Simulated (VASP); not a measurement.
# Si2B3 (C2/m) in VASP: notebook

Runs on Si2B3. Level: PBE. Tasks: relaxation of cell and atoms, relaxation of shape and atoms at fixed volume.

Everything below comes from runs of VASP 6.6.1. Logs are shortened: lines on timing, memory, paths and dates and some standing lists are left out, and cuts for length are marked.

**1. The cell of the first run**

Symmetry: C2/m, No. 12, monoclinic system. Conventional cell: a = 5.306 Å, b = 3.092 Å, c = 5.832 Å, α = 90.00°, β = 94.57°, γ = 90.00°. Si (site symmetry m) has 7 B at 1.98 to 2.54 Å within 2.6 Å. B (site symmetry 2/m) has 6 Si at 2.08 to 2.09 Å within 2.8 Å. B (site symmetry m) has 3 B at 1.79 to 1.82 Å and 2 Si at 1.98 to 2.27 Å within 2.4 Å.

**2. Relaxation of cell and atoms, PBE**

Contents of INCAR:

```
SYSTEM = Si2B3
  PREC = Accurate
  ENCUT = 500
  EDIFF = 1E-7
  ISMEAR = 0
  SIGMA = 0.1
  LREAL = .False.
  LASPH = .True.
  NELM = 120
  ALGO = Normal
  ISIF = 3
  LWAVE = .False.
  LCHARG = .False.
  GGA = PE
  IBRION = 2
  NSW = 100
  EDIFFG = -0.01
  GGA_COMPAT = .False.
  NELMIN = 4
```

Contents of KPOINTS:

```
Automatic mesh
0
Gamma
  12 12 6
  0 0 0
```

Contents of POSCAR:

```
Si2B3
1.0
    2.6531082982     -1.5458143184      0.0000000000
    2.6531082982      1.5458143184      0.0000000000
   -0.4647102781      0.0000000000      5.8137257765
Si B
2 3
Direct
    0.3532295841      0.3532295841      0.6871436192
    0.6467704159      0.6467704159      0.3128563808
    0.0000000000      0.0000000000      0.5000000000
    0.6675639512      0.6675639512      0.9755508655
    0.3324360488      0.3324360488      0.0244491345
```

Potentials or basis: VASP PAW PBE potentials, release 64 (Si, B).

Launch:

```console
> cat potpaw_PBE.64/Si/POTCAR potpaw_PBE.64/B/POTCAR > POTCAR
> mpirun -np 1 vasp_std > vasp.out
```

OUTCAR:

```text
SYSTEM = Si2B3
   PREC = Accurate
   ENCUT = 500
   EDIFF = 1E-7
   ISMEAR = 0
   LREAL = .False.
   LASPH = .True.
   NELM = 120
   ISIF = 3
   GGA = PE
   IBRION = 2
   NSW = 100
   EDIFFG = -0.01
   NELMIN = 4

 ion  position               nearest neighbor table
   1  0.353  0.353  0.687-   5 1.98   3 2.08   3 2.08   3 2.09   4 2.27   4 2.54   4 2.54   2 2.78
                             2 2.82   2 2.82
   2  0.647  0.647  0.313-   4 1.98   3 2.08   3 2.08   3 2.09   5 2.27   5 2.54   5 2.54   1 2.78
                             1 2.82   1 2.82
   3  0.000  0.000  0.500-   2 2.08   2 2.08   1 2.08   1 2.08   1 2.09   2 2.09
   4  0.668  0.668  0.976-   5 1.79   5 1.79   5 1.82   2 1.98   1 2.27   1 2.54   1 2.54
   5  0.332  0.332  0.024-   4 1.79   4 1.79   4 1.82   1 1.98   2 2.27   2 2.54   2 2.54

  LATTYP: Found a base centered monoclinic cell.
 ALAT       =     5.3062165964
 B/A-ratio  =     0.5826427513
 C/A-ratio  =     1.0991389082
 COS(beta)  =    -0.0796791555

  Lattice vectors:

 A1 = (   2.6531082982,  -1.5458143184,   0.0000000000)
 A2 = (   2.6531082982,   1.5458143184,   0.0000000000)
 A3 = (  -0.4647102781,   0.0000000000,   5.8137257765)

Analysis of symmetry for initial positions (statically):
=====================================================================
 Subroutine PRICEL returns:
 Original cell was already a primitive cell.

 Routine SETGRP: Setting up the symmetry group for a
 base centered monoclinic supercell.

 Subroutine GETGRP returns: Found  4 space group operations
 (whereof  4 operations were pure point group operations)
 out of a pool of  4 trial point group operations.

The static configuration has the point symmetry C_2h.

Analysis of symmetry for dynamics (positions and initial velocities):
=====================================================================
 Subroutine PRICEL returns:
 Original cell was already a primitive cell.

 Routine SETGRP: Setting up the symmetry group for a
 base centered monoclinic supercell.

 Subroutine GETGRP returns: Found  4 space group operations
 (whereof  4 operations were pure point group operations)
 out of a pool of  4 trial point group operations.

The dynamic configuration has the point symmetry C_2h.

 Subroutine INISYM returns: Found  4 space group operations
 (whereof  4 operations are pure point group operations),
 and found     1 'primitive' translations

----------------------------------------------------------------------------------------

                                     Primitive cell

  volume of cell :      47.6867

  direct lattice vectors                    reciprocal lattice vectors
     2.653108298 -1.545814318  0.000000000     0.188458195 -0.323454114  0.015064085
     2.653108298  1.545814318  0.000000000     0.188458195  0.323454114  0.015064085
    -0.464710278  0.000000000  5.813725777     0.000000000  0.000000000  0.172006737

  length of vectors
     3.070590424  3.070590424  5.832269116     0.374654483  0.374654483  0.172006737

  position of ions in fractional coordinates (direct lattice)
     0.353229584  0.353229584  0.687143619
     0.646770416  0.646770416  0.312856381
     0.000000000  0.000000000  0.500000000
     0.667563951  0.667563951  0.975550865
     0.332436049  0.332436049  0.024449135

  ion indices of the primitive-cell ions
   primitive index   ion index
                 1           1
                 2           2
                 3           3
                 4           4
                 5           5

----------------------------------------------------------------------------------------

 KPOINTS: Automatic mesh

Automatic generation of k-mesh.
 Grid dimensions read from file:
 generate k-points for:   12   12    6

 Generating k-lattice:

  Cartesian coordinates                     Fractional coordinates (reciprocal lattice)
     0.015704850 -0.026954509  0.001255340     0.083333333  0.000000000  0.000000000
     0.015704850  0.026954509  0.001255340     0.000000000  0.083333333  0.000000000
     0.000000000  0.000000000  0.028667789     0.000000000  0.000000000  0.166666667

  Length of vectors
     0.031221207  0.031221207  0.028667789

  Shift w.r.t. Gamma in fractional coordinates (k-lattice)
     0.000000000  0.000000000  0.000000000

 Subroutine IBZKPT returns following result:
 ===========================================

 Found    242 irreducible k-points:

 Following reciprocal coordinates:
            Coordinates               Weight
  0.000000  0.000000  0.000000      1.000000
  0.083333 -0.000000  0.000000      4.000000
  0.166667  0.000000  0.000000      4.000000
  0.250000  0.000000  0.000000      4.000000
  0.333333 -0.000000  0.000000      4.000000
  0.416667  0.000000 -0.000000      4.000000
[... 16 lines left out ...]
  0.500000  0.166667  0.000000      4.000000
 -0.416667  0.166667  0.000000      4.000000
 [... further k-points ...]
   k-points           NKPTS =    242   k-points in BZ     NKDIM =    242   number of bands    NBANDS=     12
   number of dos      NEDOS =    301   number of ions     NIONS =      5
   total plane-waves  NPLWV =  27648
   dimension x,y,z NGX =    24 NGY =   24 NGZ =   48
   dimension x,y,z NGXF=    48 NGYF=   48 NGZF=   96
   ions per type =               2   3
   NGX,Y,Z   is equivalent  to a cutoff of  12.99, 12.99, 13.68 a.u.
   NGXF,Y,Z  is equivalent  to a cutoff of  25.99, 25.99, 27.36 a.u.
 SYSTEM =  Si2B3
   PREC   = accura    normal or accurate (medium, high low for compatibility)
   ISTART =      0    job   : 0-new  1-cont  2-samecut
   ICHARG =      2    charge: 1-file 2-atom 10-const
   ISPIN  =      1    spin polarized calculation?
   LNONCOLLINEAR =      F non collinear calculations
   LSORBIT =      F    spin-orbit coupling
   LASPH  =      T    aspherical Exc in radial PAW
   ENCUT  =  500.0 eV  36.75 Ry    6.06 a.u.   5.60  5.60 10.63*2*pi/ulx,y,z
   NELM   =    120;   NELMIN=  4; NELMDL= -5     # of ELM steps
   EDIFF  = 0.1E-06   stopping-criterion for ELM
   LREAL  =      F    real-space projection
   EDIFFG = -.1E-01   stopping-criterion for IOM
   NSW    =    100    number of steps for IOM
   IBRION =      2    ionic relax: 0-MD 1-quasi-New 2-CG
   NFREE  =      1    steps in history (QN), initial steepest desc. (CG)
   ISIF   =      3    stress and relaxation
   ISYM   =      2    0-nonsym 1-usesym 2-fastsym
   POTIM  = 0.5000    time-step for ionic-motion
   TEBEG  =    0.0;   TEEND  =   0.0 temperature during run
   PSTRESS=    0.0 pullay stress
   NELECT =      17.0000    total number of electrons
   NUPDOWN=      -1.0000    fix difference up-down
   EMIN   =  10.00;   EMAX   =-10.00  energy-range for DOS
   EFERMI =   0.00;   METHOD = LEGACY
   ISMEAR =     0;   SIGMA  =   0.10  broadening in eV -4-tet -1-fermi 0-gaus
   EFERMI_NEDOS =   21; number of points for ismear=-14 and -15
   IALGO  =     38    algorithm
   IMIX   =      4    mixing-type and parameters
     AMIX     =   0.40;   BMIX     =  1.00
     AMIX_MAG =   1.60;   BMIX_MAG =  1.00
  volume/ion in A,a.u.               =       9.54        64.36
  Fermi-wavevector in a.u.,A,eV,Ry     =   1.160804  2.193601 18.333384  1.347466
  Thomas-Fermi vector in A             =   2.297383
   LORBIT       =      0    0 simple, 1 ext, 2 COOP (PROOUT), +10 PAW based schemes
   GGA     = PE    functional components
   LHFCALC =     F    Hartree Fock is set to
   AEXX    =    0.0000 exact exchange contribution
   IVDW    =     0    specifies the selected vdW correction
   LEPSILON=     F    determine dielectric tensor
   LRPA    =     F    only Hartree local field effects (RPA)
 conjugate gradient relaxation of ions
 non-spin polarized calculation
 Gauss-broadening in eV      SIGMA  =   0.10
  energy-cutoff  :      500.00
  volume of cell :       47.69
 maximum number of plane-waves:      1228
   NGX = 11   NGY = 11   NGZ = 21

--------------------------------------- Ionic step        1  -------------------------------------------

 number of electron      17.0000000 magnetization

 Free energy of the ion-electron system (eV)
  ---------------------------------------------------
  ext. energy  EPLUGINS =         0.00000000
  ---------------------------------------------------
  free energy    TOTEN  =       -29.45401789 eV

  energy without entropy =      -29.45066875  energy(sigma->0) =      -29.45234332

------------------------ aborting loop because EDIFF is reached ----------------------------------------

  FORCE on cell =-STRESS in cart. coord.  units (eV):
  Direction    XX          YY          ZZ          XY          YZ          ZX
  --------------------------------------------------------------------------------------
  -------------------------------------------------------------------------------------
  Total       -0.1038780      0.2404410     -0.1770909      0.0000000      0.0000000     -0.1269235
  in kB       -3.4900940      8.0783414     -5.9499038      0.0000000      0.0000000     -4.2643773
  external PRESSURE =      -0.4538855 kB  Pullay stress =       0.0000000 kB
[... 98 lines left out ...]
  FREE ENERGIE OF THE ION-ELECTRON SYSTEM (eV)
  ---------------------------------------------------
  free  energy   TOTEN  =       -29.4546869111 eV

  energy  without entropy=      -29.4513235188  energy(sigma->0) =      -29.45300521

[... ionic steps 4 to 14 ...]

--------------------------------------- Ionic step       15  -------------------------------------------

 number of electron      17.0000000 magnetization

------------------------ aborting loop because EDIFF is reached ----------------------------------------
[... 73 lines left out ...]
--------------------------------------- Ionic step       17  -------------------------------------------

 number of electron      17.0000000 magnetization

 Free energy of the ion-electron system (eV)
  ---------------------------------------------------
  ext. energy  EPLUGINS =         0.00000000
  ---------------------------------------------------
  free energy    TOTEN  =       -29.45757670 eV

  energy without entropy =      -29.45411735  energy(sigma->0) =      -29.45584703

 E-fermi :   8.9379     XC(G=0): -11.5917

 val. band max:        8.9296268425   @ k =  -0.0833   0.0000   0.3333
 cond. band min:       8.9410079326   @ k =   0.0000   0.0000   0.1667
 fundamental gap:      0.0113810902
 Fermi energy:         8.9379421449

 k-point     1 :       0.0000    0.0000    0.0000
  band No.  band energies     occupation
      1      -6.4127      2.00000
      2      -2.8080      2.00000
      3      -2.0698      2.00000
      4       6.6696      2.00000
      5       8.3302      2.00000
      6       8.5005      2.00000
      7       8.9182      1.21982
      8       9.3538      0.00000
      9      10.9929      0.00000
     10      12.8298      0.00000
     11      13.2062      0.00000
     12      13.8245      0.00000
[... 331 lines left out ...]
 k-point    24 :      -0.4167    0.1667    0.0000
  band No.  band energies     occupation
      1      -2.0602      2.00000
      2      -1.1170      2.00000
      3       0.9172      2.00000
      4       1.8198      2.00000
      5       2.5848      2.00000
      6       3.5971      2.00000
      7       3.8240      2.00000
      8       5.3058      2.00000
      9       7.9922      2.00000
     10      12.1191      0.00000
     11      12.8431      0.00000
     12      13.4508      0.00000

 [... further k-points ...]

------------------------ aborting loop because EDIFF is reached ----------------------------------------

  FORCE on cell =-STRESS in cart. coord.  units (eV):
  Direction    XX          YY          ZZ          XY          YZ          ZX
  --------------------------------------------------------------------------------------
  -------------------------------------------------------------------------------------
  Total       -0.0392890     -0.0214543     -0.0357285      0.0000000      0.0000000     -0.0285875
  in kB       -1.3089674     -0.7147818     -1.1903455      0.0000000      0.0000000     -0.9524330
  external PRESSURE =      -1.0713649 kB  Pullay stress =       0.0000000 kB
[... 20 lines left out ...]
  FREE ENERGIE OF THE ION-ELECTRON SYSTEM (eV)
  ---------------------------------------------------
  free  energy   TOTEN  =       -29.4575767020 eV

  energy  without entropy=      -29.4541173519  energy(sigma->0) =      -29.45584703

 reached required accuracy - stopping structural energy minimisation
```

Wall time 14 min (1 thread of Intel Xeon Platinum 8259CL at 2.50GHz (Skylake/Cascade Lake), shared host); peak memory 0.26 GiB.

Results:

| Property | Result |
| --- | --- |
| Free energy | -29.4576 eV |
| Relaxed volume | 9.62 Å³/atom |
| Relaxed cell | a = 3.078 Å, b = 3.078 Å, c = 5.862 Å, α = 95.39°, β = 95.39°, γ = 60.62° |
| Space group after relaxing (to 0.1 Å) | C2/m (No. 12) |
| Energy gained by relaxing | 0.7 meV/atom |
| Ionic steps | 17 |
| Pressure after relaxing | -0.1 GPa |
| Largest force after relaxing | 0.009 eV/Å |
| Band gap on the k mesh | zero (an odd number of electrons rules out a gap without spin polarisation) |

Forces in eV/Å, atoms in the order of the input:
```
Si   0.001  0.000  0.009
Si  -0.001  0.000 -0.009
B    0.000  0.000  0.000
B    0.001  0.000 -0.004
B   -0.001  0.000  0.004
```

Step by step:
| step | energy change (eV) | largest force (eV/Å) | pressure (GPa) | volume (Å³) |
| --- | --- | --- | --- | --- |
| 1 | 0.0000 | 0.0493 | -0.05 | 47.69 |
| 2 | -0.0007 | 0.0655 | 0.08 | 47.67 |
| 3 | -0.0007 | 0.0597 | 0.06 | 47.67 |
| 4 | -0.0011 | 0.0463 | -0.04 | 47.69 |
| 5 | -0.0011 | 0.0515 | -0.08 | 47.69 |
| 6 | -0.0015 | 0.0398 | 0.01 | 47.68 |
| 7 | -0.0018 | 0.0454 | 0.18 | 47.66 |
| 8 | -0.0018 | 0.0479 | 0.22 | 47.66 |
| 9 | -0.0021 | 0.0346 | 0.09 | 47.73 |
| 10 | -0.0023 | 0.0344 | -0.11 | 47.84 |
| 11 | -0.0026 | 0.0250 | 0.04 | 47.85 |
| 12 | -0.0030 | 0.0346 | 0.36 | 47.89 |
| 13 | -0.0031 | 0.0346 | 0.31 | 47.93 |
| 14 | -0.0034 | 0.0365 | 0.17 | 48.03 |
| 15 | -0.0034 | 0.0370 | 0.15 | 48.04 |
| 16 | -0.0035 | 0.0258 | 0.06 | 48.06 |
| 17 | -0.0036 | 0.0086 | -0.11 | 48.09 |

Final structure:
```yaml
crystal:
  lattice:
    - [2.65657, -1.55311, -0.03940]
    - [2.65657, 1.55311, -0.03940]
    - [-0.55173, 0.00000, 5.83590]
  atoms:
    - { symbol: Si, position: [0.36160, 0.36160, 0.68584] }
    - { symbol: Si, position: [0.63840, 0.63840, 0.31416] }
    - { symbol: B, position: [0.00000, 0.00000, 0.50000] }
    - { symbol: B, position: [0.66862, 0.66862, 0.97874] }
    - { symbol: B, position: [0.33138, 0.33138, 0.02126] }
```

Caveat: an odd number of electrons without spin polarisation forces a metal; a magnetic or distorted state may lie lower.

**3. Relaxation of shape and atoms at fixed volume, PBE (9.90 Å³/atom)**

This run uses another cell than the first one, of 9.90 Å³/atom.

Contents of INCAR:

```
ALGO = Normal
EDIFF = 1E-7
EDIFFG = -0.01
ENCUT = 500
GGA = PE
GGA_COMPAT = F
IBRION = 2
ISIF = 4
ISMEAR = 0
LASPH = T
LCHARG = F
LREAL = F
LWAVE = F
NELM = 120
NELMIN = 4
NSW = 50
PREC = Accurate
SIGMA = 0.1
```

Contents of KPOINTS:

```
k-points
0
Gamma
  12 12 6
```

Contents of POSCAR:

```
Si2B3
1.0
    2.6816800795     -1.5679804209     -0.0397380337
    2.6816800795      1.5679804209     -0.0397380337
   -0.5567923207      0.0000000000      5.8927624617
Si B
2 3
Direct
    0.3614736286      0.3614736286      0.6860750916
    0.6385263714      0.6385263714      0.3139249084
    0.0000000000      0.0000000000      0.5000000000
    0.6685895487      0.6685895487      0.9784562526
    0.3314104513      0.3314104513      0.0215437474
```

Potentials or basis: VASP PAW PBE potentials, release 64 (Si, B).

Launch:

```console
> cat potpaw_PBE.64/Si/POTCAR potpaw_PBE.64/B/POTCAR > POTCAR
> mpirun -np 1 vasp_std > vasp.out
```

It took 9.3 min on 1 thread of Intel Xeon Platinum 8259CL at 2.50GHz (Skylake/Cascade Lake), shared host; peak memory 0.27 GiB.

Results (log left out):

```
Free energy                  : -29.4430 eV
Energy gained by relaxing    : 1.4 meV/atom
Ionic steps                  : 14
Pressure after relaxing      : -3.1 GPa
Largest force after relaxing : 0.005 eV/Å
Band gap on the k mesh       : zero (an odd number of electrons rules out a gap without spin polarisation)
```

Forces on the atoms (eV/Å):
```
Si  -0.003  0.000 -0.003
Si   0.003  0.000  0.003
B    0.000  0.000  0.000
B    0.004  0.000  0.002
B   -0.004  0.000 -0.002
```

Stress tensor (GPa, compression positive):
```
-3.19  0.00 -0.02
 0.00 -3.12  0.00
-0.02  0.00 -3.09
```

Step by step:
| step | energy change (eV) | largest force (eV/Å) | pressure (GPa) | volume (Å³) |
| --- | --- | --- | --- | --- |
| 1 | 0.0000 | 0.1915 | -4.82 | 49.49 |
| 2 | -0.0024 | 0.1008 | -4.42 | 49.49 |
| 3 | -0.0025 | 0.1263 | -4.30 | 49.49 |
| 4 | -0.0041 | 0.0616 | -4.06 | 49.49 |
| 5 | -0.0043 | 0.0481 | -3.91 | 49.49 |
| 6 | -0.0049 | 0.0466 | -3.84 | 49.49 |
| 7 | -0.0055 | 0.0662 | -3.69 | 49.49 |
| 8 | -0.0061 | 0.0418 | -3.60 | 49.49 |
| 9 | -0.0067 | 0.0498 | -3.41 | 49.49 |
| 10 | -0.0070 | 0.0295 | -3.27 | 49.49 |
| 11 | -0.0071 | 0.0359 | -3.24 | 49.49 |
| 12 | -0.0072 | 0.0163 | -3.17 | 49.49 |
| 13 | -0.0072 | 0.0139 | -3.18 | 49.49 |
| 14 | -0.0072 | 0.0049 | -3.14 | 49.49 |

Final structure:
```
Si B
1.0
     2.68159   -1.56449   -0.07945
     2.68159    1.56449   -0.07945
    -0.64360    0.00000    5.91691
Si B
2 3
Direct
  0.36886 0.36886 0.68453
  0.63114 0.63114 0.31547
  0.00000 0.00000 0.50000
  0.66996 0.66996 0.98359
  0.33004 0.33004 0.01641
```

Levels at points of the mesh, in eV from the Fermi level:
| k point | band 6 | band 7 | band 8 | band 9 | band 10 | band 11 | band 12 |
| --- | --- | --- | --- | --- | --- | --- | --- |
| (0.00, 0.00, 0.00) | -0.31 | -0.04 | 0.44 | 2.06 | 3.51 | 4.12 | 4.57 |
| (0.50, 0.00, 0.00) | -5.29 | -3.20 | -1.87 | 1.17 | 1.31 | 2.27 | 3.27 |
| (0.50, 0.50, 0.00) | -4.77 | -3.56 | -1.71 | -0.13 | 0.88 | 2.55 | 3.35 |
| (0.00, 0.00, 0.50) | -0.34 | 0.09 | 0.61 | 3.09 | 3.44 | 4.87 | 5.86 |
| (0.50, 0.00, 0.50) | -2.95 | -2.65 | -2.56 | -1.88 | -0.24 | 2.47 | 3.38 |
| (0.50, 0.50, 0.50) | -3.04 | -2.83 | -2.83 | -1.07 | 0.09 | 1.72 | 3.27 |

Caveat: an odd number of electrons without spin polarisation forces a metal; a magnetic or distorted state may lie lower.
